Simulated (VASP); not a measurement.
# AgI (F-43m) in VASP: settings compared

Aim: see how the results for AgI move with the level of theory and the settings. Levels: PBE-based screened hybrid with 40 % exact exchange, HSE06. Tasks: single point.

All numbers are computed with VASP 6.6.1; they aren't measurements. Logs are shortened: lines on timing, memory, paths and dates and some standing lists are left out, and cuts for length are marked.

## (1) The cell of the first run

It takes space group F-43m (No. 216, cubic). The conventional cell has a = 6.577 Å, b = 6.577 Å, c = 6.577 Å, α = 90.00°, β = 90.00°, γ = 90.00°. Ag (site symmetry -43m) has 4 I at 2.85 Å within 3.8 Å. I (site symmetry -43m) has 4 Ag at 2.85 Å within 3.8 Å.

## (2) Single point, PBE-based screened hybrid with 40 % exact exchange

Input file POSCAR:

```
AgI
1.0
    0.0000000000      3.2885749210      3.2885749210
    3.2885749210      0.0000000000      3.2885749210
    3.2885749210      3.2885749210      0.0000000000
Ag I
1 1
Direct
    0.0000000000      0.0000000000      0.0000000000
    0.2500000000      0.2500000000      0.2500000000
```

Input file INCAR.step1:

```
SYSTEM = AgI
PREC = Accurate
ENCUT = 400
EDIFF = 1E-5
ISMEAR = 0
SIGMA = 0.01
LREAL = .False.
LASPH = .True.
NELM = 120
ALGO = Normal
ISIF = 2
LWAVE = .True.
LCHARG = .False.
NBANDS = 16
GGA = PE
GGA_COMPAT = .False.
```

Input file INCAR.step2:

```
SYSTEM = AgI
PREC = Accurate
ENCUT = 400
EDIFF = 1E-6
ISMEAR = 0
SIGMA = 0.01
LREAL = .False.
LASPH = .True.
NELM = 120
ALGO = Normal
ISIF = 2
LWAVE = .False.
LCHARG = .False.
GGA = PE
LHFCALC = .True.
AEXX = 0.4
HFSCREEN = 0.1
PRECFOCK = Normal
NBANDS = 16
ISTART = 1
GGA_COMPAT = .False.
```

Input file KPOINTS:

```
regular mesh
0
Gamma
  4 4 4
  0 0 0
```

Potentials or basis: VASP PAW PBE potentials, release 64 (Ag, I).

On the command line:

```console
$ cat potpaw_PBE.64/Ag/POTCAR potpaw_PBE.64/I/POTCAR > POTCAR
$ cp INCAR.step1 INCAR
$ mpirun -np 1 vasp_std > vasp.out
$ cp INCAR.step2 INCAR
$ mpirun -np 1 vasp_std > vasp.out
```

OUTCAR:

```text
SYSTEM = AgI
   PREC = Accurate
   ENCUT = 400
   EDIFF = 1E-6
   ISMEAR = 0
   LREAL = .False.
   LASPH = .True.
   NELM = 120
   ISIF = 2
   GGA = PE
   LHFCALC = .True.
   AEXX = 0.4
   HFSCREEN = 0.1
   PRECFOCK = Normal
   ISTART = 1

 ion  position               nearest neighbor table
   1  0.000  0.000  0.000-   2 2.85   2 2.85   2 2.85   2 2.85
   2  0.250  0.250  0.250-   1 2.85   1 2.85   1 2.85   1 2.85

  LATTYP: Found a face centered cubic cell.
 ALAT       =     6.5771498420

  Lattice vectors:

 A1 = (   0.0000000000,   3.2885749210,   3.2885749210)
 A2 = (   3.2885749210,   0.0000000000,   3.2885749210)
 A3 = (   3.2885749210,   3.2885749210,   0.0000000000)

Analysis of symmetry for initial positions (statically):
=====================================================================
 Subroutine PRICEL returns:
 Original cell was already a primitive cell.

 Routine SETGRP: Setting up the symmetry group for a
 face centered cubic supercell.

 Subroutine GETGRP returns: Found 24 space group operations
 (whereof 24 operations were pure point group operations)
 out of a pool of 48 trial point group operations.

The static configuration has the point symmetry T_d .

Analysis of symmetry for dynamics (positions and initial velocities):
=====================================================================
 Subroutine PRICEL returns:
 Original cell was already a primitive cell.

 Routine SETGRP: Setting up the symmetry group for a
 face centered cubic supercell.

 Subroutine GETGRP returns: Found 24 space group operations
 (whereof 24 operations were pure point group operations)
 out of a pool of 48 trial point group operations.

The dynamic configuration has the point symmetry T_d .

 Subroutine INISYM returns: Found 24 space group operations
 (whereof 24 operations are pure point group operations),
 and found     1 'primitive' translations

----------------------------------------------------------------------------------------

                                     Primitive cell

  volume of cell :      71.1301

  direct lattice vectors                    reciprocal lattice vectors
     0.000000000  3.288574921  3.288574921    -0.152041541  0.152041541  0.152041541
     3.288574921  0.000000000  3.288574921     0.152041541 -0.152041541  0.152041541
     3.288574921  3.288574921  0.000000000     0.152041541  0.152041541 -0.152041541

  length of vectors
     4.650747254  4.650747254  4.650747254     0.263343675  0.263343675  0.263343675

  position of ions in fractional coordinates (direct lattice)
     0.000000000  0.000000000  0.000000000
     0.250000000  0.250000000  0.250000000

  ion indices of the primitive-cell ions
   primitive index   ion index
                 1           1
                 2           2

----------------------------------------------------------------------------------------

 KPOINTS: regular mesh

Automatic generation of k-mesh.
 Grid dimensions read from file:
 generate k-points for:    4    4    4

 Generating k-lattice:

  Cartesian coordinates                     Fractional coordinates (reciprocal lattice)
    -0.038010385  0.038010385  0.038010385     0.250000000  0.000000000  0.000000000
     0.038010385 -0.038010385  0.038010385     0.000000000  0.250000000  0.000000000
     0.038010385  0.038010385 -0.038010385     0.000000000  0.000000000  0.250000000

  Length of vectors
     0.065835919  0.065835919  0.065835919

  Shift w.r.t. Gamma in fractional coordinates (k-lattice)
     0.000000000  0.000000000  0.000000000

 Subroutine IBZKPT returns following result:
 ===========================================

 Found      8 irreducible k-points:

 Following reciprocal coordinates:
            Coordinates               Weight
  0.000000  0.000000  0.000000      1.000000
  0.250000  0.000000  0.000000      8.000000
  0.500000  0.000000  0.000000      4.000000
  0.250000  0.250000  0.000000      6.000000
  0.500000  0.250000  0.000000     24.000000
 -0.250000  0.250000  0.000000     12.000000
  0.500000  0.500000  0.000000      3.000000
 -0.250000  0.500000  0.250000      6.000000
   k-points           NKPTS =      8   k-points in BZ     NKDIM =     64   number of bands    NBANDS=     16
   number of dos      NEDOS =    301   number of ions     NIONS =      2
   total plane-waves  NPLWV =  27000
   dimension x,y,z NGX =    30 NGY =   30 NGZ =   30
   dimension x,y,z NGXF=    60 NGYF=   60 NGZF=   60
   ions per type =               1   1
   NGX,Y,Z   is equivalent  to a cutoff of  10.72, 10.72, 10.72 a.u.
   NGXF,Y,Z  is equivalent  to a cutoff of  21.45, 21.45, 21.45 a.u.
 SYSTEM =  AgI
   PREC   = accura    normal or accurate (medium, high low for compatibility)
   ISTART =      1    job   : 0-new  1-cont  2-samecut
   ICHARG =      0    charge: 1-file 2-atom 10-const
   ISPIN  =      1    spin polarized calculation?
   LNONCOLLINEAR =      F non collinear calculations
   LSORBIT =      F    spin-orbit coupling
   LASPH  =      T    aspherical Exc in radial PAW
   ENCUT  =  400.0 eV  29.40 Ry    5.42 a.u.   7.58  7.58  7.58*2*pi/ulx,y,z
   NELM   =    120;   NELMIN=  2; NELMDL=  0     # of ELM steps
   EDIFF  = 0.1E-05   stopping-criterion for ELM
   LREAL  =      F    real-space projection
   EDIFFG = 0.1E-04   stopping-criterion for IOM
   NSW    =      0    number of steps for IOM
   IBRION =     -1    ionic relax: 0-MD 1-quasi-New 2-CG
   NFREE  =      0    steps in history (QN), initial steepest desc. (CG)
   ISIF   =      2    stress and relaxation
   ISYM   =      3    0-nonsym 1-usesym 2-fastsym
   POTIM  = 0.5000    time-step for ionic-motion
   TEBEG  =    0.0;   TEEND  =   0.0 temperature during run
   PSTRESS=    0.0 pullay stress
   NELECT =      18.0000    total number of electrons
   NUPDOWN=      -1.0000    fix difference up-down
   EMIN   =  10.00;   EMAX   =-10.00  energy-range for DOS
   EFERMI =   0.00;   METHOD = LEGACY
   ISMEAR =     0;   SIGMA  =   0.01  broadening in eV -4-tet -1-fermi 0-gaus
   EFERMI_NEDOS =   21; number of points for ismear=-14 and -15
   IALGO  =     38    algorithm
   IMIX   =      1    mixing-type and parameters
     AMIX     =   0.40;   BMIX     =  1.00
     AMIX_MAG =   1.60;   BMIX_MAG =  1.00
  volume/ion in A,a.u.               =      35.57       240.00
  Fermi-wavevector in a.u.,A,eV,Ry     =   1.035495  1.956801 14.588840  1.072250
  Thomas-Fermi vector in A             =   2.169841
   LORBIT       =      0    0 simple, 1 ext, 2 COOP (PROOUT), +10 PAW based schemes
   GGA     = PE    functional components
   LHFCALC =     T    Hartree Fock is set to
   PRECFOCK=normal    Normal, Fast or Accurate (Low or Medium for compatibility)
   ENCUT4O =  -1.0   cutoff for four orbital integrals eV
   NKREDX  =     1    reduce k-point grid by
   NKREDY  =     1    reduce k-point grid by
   NKREDZ  =     1    reduce k-point grid by
   AEXX    =    0.4000 exact exchange contribution
   HFSCREEN=    0.1000 screening length (either q_TF or 0.3 A-1)
   HFSCREENC=   0.1000 screening length for correlation (either q_TF or 0.3 A-1)
   ENCUTFOCK=  -1.0 apply spherical cutoff to Coloumb kernel
   IVDW    =     0    specifies the selected vdW correction
   LEPSILON=     F    determine dielectric tensor
   LRPA    =     F    only Hartree local field effects (RPA)
 non-spin polarized calculation
 Gauss-broadening in eV      SIGMA  =   0.01
  energy-cutoff  :      400.00
  volume of cell :       71.13
 maximum number of plane-waves:      1308
  NGX = 24; NGY = 24; NGZ = 24

 number of electron      17.9999993 magnetization

 Free energy of the ion-electron system (eV)
  ---------------------------------------------------
  ext. energy  EPLUGINS =         0.00000000
  ---------------------------------------------------
  free energy    TOTEN  =        -6.81212802 eV

  energy without entropy =       -6.81212802  energy(sigma->0) =       -6.81212802

 E-fermi :   1.2576     XC(G=0):  -5.7598

 val. band max:        1.2128056729   @ k =   0.0000   0.0000   0.0000
 cond. band min:       4.9454008950   @ k =   0.0000   0.0000   0.0000
 fundamental gap:      3.7325952221
 Fermi energy:         1.2576286170

 k-point     1 :       0.0000    0.0000    0.0000
  band No.  band energies     occupation
      1     -12.8468      2.00000
      2      -3.7948      2.00000
      3      -3.7948      2.00000
      4      -3.7948      2.00000
      5      -2.8105      2.00000
      6      -2.8105      2.00000
      7       1.2128      2.00000
      8       1.2128      2.00000
      9       1.2128      2.00000
     10       4.9454      0.00000
     11       9.4993      0.00000
     12       9.4993      0.00000
     13       9.4993      0.00000
     14      12.8683      0.00000
     15      13.8223      0.00000
     16      13.8223      0.00000

 k-point     2 :       0.2500    0.0000    0.0000
  band No.  band energies     occupation
      1     -12.6949      2.00000
      2      -3.6986      2.00000
      3      -3.6986      2.00000
      4      -3.6578      2.00000
      5      -2.8141      2.00000
      6      -2.8141      2.00000
      7      -0.6675      2.00000
      8       0.8345      2.00000
      9       0.8345      2.00000
     10       6.2528      0.00000
     11       9.3420      0.00000
     12       9.9673      0.00000
     13       9.9673      0.00000
     14      12.9620      0.00000
     15      12.9620      0.00000
     16      13.1305      0.00000

 k-point     3 :       0.5000    0.0000    0.0000
  band No.  band energies     occupation
      1     -12.5343      2.00000
      2      -3.6117      2.00000
      3      -3.6117      2.00000
      4      -2.8603      2.00000
      5      -2.7892      2.00000
      6      -2.7891      2.00000
      7      -2.6756      2.00000
      8       0.4690      2.00000
      9       0.4690      2.00000
     10       6.4530      0.00000
     11       9.9269      0.00000
     12       9.9269      0.00000
     13      10.7963      0.00000
     14      13.0124      0.00000
     15      14.7809      0.00000
     16      14.7809      0.00000

 k-point     4 :       0.2500    0.2500    0.0000
  band No.  band energies     occupation
      1     -12.6446      2.00000
      2      -3.7794      2.00000
      3      -3.5819      2.00000
      4      -3.5819      2.00000
      5      -2.8601      2.00000
      6      -2.7751      2.00000
      7      -0.4133      2.00000
      8       0.2642      2.00000
      9       0.2642      2.00000
     10       6.9799      0.00000
     11       7.9775      0.00000
     12      10.9908      0.00000
     13      11.0100      0.00000
     14      11.0100      0.00000
     15      14.1683      0.00000
     16      16.1052      0.00000

 k-point     5 :       0.5000    0.2500    0.0000
  band No.  band energies     occupation
      1     -12.4846      2.00000
      2      -3.6274      2.00000
      3      -3.4553      2.00000
      4      -3.1828      2.00000
      5      -2.7751      2.00000
      6      -2.7200      2.00000
      7      -2.0126      2.00000
      8      -0.4524      2.00000
      9      -0.0892      2.00000
     10       7.5113      0.00000
     11       8.7089      0.00000
     12      10.3765      0.00000
     13      11.2525      0.00000
     14      13.1525      0.00000
     15      14.9269      0.00000
     16      15.6466      0.00000

 k-point     6 :      -0.2500    0.2500    0.0000
  band No.  band energies     occupation
      1     -12.5377      2.00000
      2      -3.5880      2.00000
      3      -3.5766      2.00000
      4      -3.3103      2.00000
      5      -2.8366      2.00000
      6      -2.7817      2.00000
      7      -1.5875      2.00000
      8      -0.5174      2.00000
      9       0.4710      2.00000
     10       7.5941      0.00000
     11       9.2883      0.00000
     12       9.6554      0.00000
     13      10.5902      0.00000
     14      12.5736      0.00000
     15      14.3659      0.00000
     16      15.6959      0.00000

 k-point     7 :       0.5000    0.5000    0.0000
  band No.  band energies     occupation
      1     -12.4319      2.00000
      2      -3.6881      2.00000
      3      -3.2690      2.00000
      4      -3.2690      2.00000
      5      -2.7391      2.00000
      6      -2.6792      2.00000
      7      -1.8163      2.00000
      8      -0.6507      2.00000
      9      -0.6507      2.00000
     10       7.0465      0.00000
     11       7.5276      0.00000
     12      12.2358      0.00000
     13      13.6519      0.00000
     14      13.6519      0.00000
     15      14.6659      0.00000
     16      15.7166      0.00000

 k-point     8 :      -0.2500    0.5000    0.2500
  band No.  band energies     occupation
      1     -12.4315      2.00000
      2      -3.5855      2.00000
      3      -3.3046      2.00000
      4      -3.0633      2.00000
      5      -2.8779      2.00000
      6      -2.5200      2.00000
      7      -2.1195      2.00000
      8      -0.9242      2.00000
      9      -0.6408      2.00000
     10       8.6497      0.00000
     11       8.6622      0.00000
     12      10.1512      0.00000
     13      10.5916      0.00000
     14      14.0332      0.00000
     15      15.4306      0.00000
     16      15.6288      0.00000

------------------------ aborting loop because EDIFF is reached ----------------------------------------

  FORCE on cell =-STRESS in cart. coord.  units (eV):
  Direction    XX          YY          ZZ          XY          YZ          ZX
  --------------------------------------------------------------------------------------
  -------------------------------------------------------------------------------------
  Total        0.0802482      0.0802482      0.0802482     -0.0000000      0.0000000     -0.0000000
  in kB        1.8075596      1.8075596      1.8075596     -0.0000000      0.0000000     -0.0000000
  external PRESSURE =       1.8075596 kB  Pullay stress =       0.0000000 kB

 VOLUME and BASIS-vectors are now :
 -----------------------------------------------------------------------------
  energy-cutoff  :      400.00
  volume of cell :       71.13
      direct lattice vectors                 reciprocal lattice vectors
     0.000000000  3.288574921  3.288574921    -0.152041541  0.152041541  0.152041541
     3.288574921  0.000000000  3.288574921     0.152041541 -0.152041541  0.152041541
     3.288574921  3.288574921  0.000000000     0.152041541  0.152041541 -0.152041541

 POSITION                                       TOTAL-FORCE (eV/Angst)
 -----------------------------------------------------------------------------------
      0.00000      0.00000      0.00000        -0.000000      0.000000     -0.000000
      1.64429      1.64429      1.64429         0.000000     -0.000000      0.000000
 -----------------------------------------------------------------------------------
    total drift:                               -0.000075     -0.000019     -0.000008

  FREE ENERGIE OF THE ION-ELECTRON SYSTEM (eV)
  ---------------------------------------------------
  free  energy   TOTEN  =        -6.8121280191 eV

  energy  without entropy=       -6.8121280191  energy(sigma->0) =       -6.81212802
```

It took 18 min on 1 thread of AMD EPYC 7R13, shared host; peak memory 0.26 GiB.

Results:

```
Free energy            : -6.8121 eV
Pressure               : 0.2 GPa
Band gap on the k mesh : 3.73 eV
```

Caveat: the PAW data sets were made with another functional, which shifts forces and pressure a little; spin-orbit coupling is left out, which moves the levels of the heavy elements.

## (3) Single point, HSE06

POSCAR is that of step 2.

Input file INCAR.step1:

```
PREC = Accurate
ENCUT = 400
EDIFF = 1E-5
ISMEAR = 0
SIGMA = 0.05
LREAL = F
LASPH = T
NELM = 120
ALGO = Normal
ISIF = 2
LWAVE = T
LCHARG = F
GGA = PE
NBANDS = 16
GGA_COMPAT = F
```

Input file INCAR.step2:

```
PREC = Accurate
ENCUT = 400
EDIFF = 1E-6
ISMEAR = 0
SIGMA = 0.05
LREAL = F
LASPH = T
NELM = 120
ALGO = Normal
ISIF = 2
LWAVE = F
LCHARG = F
GGA = PE
LHFCALC = T
HFSCREEN = 0.2079
PRECFOCK = Normal
ISTART = 1
NBANDS = 16
GGA_COMPAT = F
```

Input file KPOINTS:

```
Automatic mesh
0
Gamma
  4 4 4
```

Potentials or basis: VASP PAW PBE potentials, release 64 (Ag, I).

On the command line:

```console
$ cat potpaw_PBE.64/Ag/POTCAR potpaw_PBE.64/I/POTCAR > POTCAR
$ cp INCAR.step1 INCAR
$ mpirun -np 1 vasp_std > vasp.out
$ cp INCAR.step2 INCAR
$ mpirun -np 1 vasp_std > vasp.out
```

Wall time 12 min (1 thread of AMD EPYC 7R13, shared host); peak memory 0.26 GiB.

The run converged. Its results:

```yaml
Free_energy: -5.7231 eV
Pressure: 0.4 GPa
Band_gap_on_the_k_mesh: 2.48 eV
```

Levels at points of the mesh, in eV from the valence-band top:
| k point | band 5 | band 6 | band 7 | band 8 | band 9 | band 10 | band 11 | band 12 | band 13 | band 14 |
| --- | --- | --- | --- | --- | --- | --- | --- | --- | --- | --- |
| (0.00, 0.00, 0.00) | -3.57 | -3.57 | 0.00 | 0.00 | 0.00 | 2.48 | 6.99 | 6.99 | 6.99 | 10.25 |
| (0.50, 0.00, 0.00) | -3.55 | -3.55 | -3.44 | -0.71 | -0.71 | 3.96 | 7.44 | 7.44 | 8.32 | 10.45 |
| (0.50, 0.50, 0.00) | -3.50 | -3.45 | -2.82 | -1.79 | -1.79 | 4.69 | 5.03 | 9.66 | 10.96 | 10.96 |

Caveat: the PAW data sets were made with another functional, which shifts forces and pressure a little; spin-orbit coupling is left out, which moves the levels of the heavy elements.
